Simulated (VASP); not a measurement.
A run of VASP 6.6.1 is set up as follows.

POSCAR

```
AlN
1.0
    3.1532975096      0.0000000000      0.0000000000
   -1.5766487548      2.7308357490      0.0000000000
    0.0000000000      0.0000000000      5.0532525377
Al N
2 2
Direct
    0.6666666667      0.3333333333      0.4993449447
    0.3333333333      0.6666666667      0.9993449447
    0.6666666667      0.3333333333      0.8806550553
    0.3333333333      0.6666666667      0.3806550553
```

Contents of INCAR.step1:

```
SYSTEM = AlN
  PREC = Accurate
  ENCUT = 520
  ISMEAR = 0
  SIGMA = 0.02
  LREAL = .FALSE.
  LASPH = .TRUE.
  NELM = 100
  NBANDS = 16
  GGA = PE
  ALGO = Normal
  EDIFF = 1E-4
  LWAVE = .TRUE.
  LCHARG = .FALSE.
```

File INCAR.step2:

```
SYSTEM = AlN
  PREC = Accurate
  ENCUT = 520
  EDIFF = 1E-7
  ISMEAR = 0
  SIGMA = 0.02
  LREAL = .FALSE.
  LASPH = .TRUE.
  NELM = 100
  ALGO = Normal
  ISIF = 2
  LWAVE = .FALSE.
  LCHARG = .TRUE.
  METAGGA = R2SCAN
  LMIXTAU = .TRUE.
  LELF = .TRUE.
  LVHAR = .TRUE.
  NBANDS = 16
  ISTART = 1
```

File KPOINTS:

```
Automatic mesh
0
G
  12 12 6
  0 0 0
```

Potentials or basis: VASP PAW PBE potentials, release 64 (Al, N).

Command:

```console
$ cat potpaw_PBE.64/Al/POTCAR potpaw_PBE.64/N/POTCAR > POTCAR
$ cp INCAR.step1 INCAR
$ mpirun -np 1 vasp_std > vasp.out
$ cp INCAR.step2 INCAR
$ mpirun -np 1 vasp_std > vasp.out
```

Task: What does it give for the band gap on the k mesh?

Result: 4.52 eV, direct.

Task: Estimate the pressure.

Result: -9.0 GPa.

Stress tensor (GPa, compression positive):
```
-9.29  0.00  0.00
 0.00 -9.29  0.00
 0.00  0.00 -8.52
```

Caveat: the cell differs from its parent crystal (equal strain along all axes, cell held: +1.5 %, then relaxed in part); the PAW data sets were made with another functional, which shifts forces and pressure a little. A k mesh can miss the band edges.
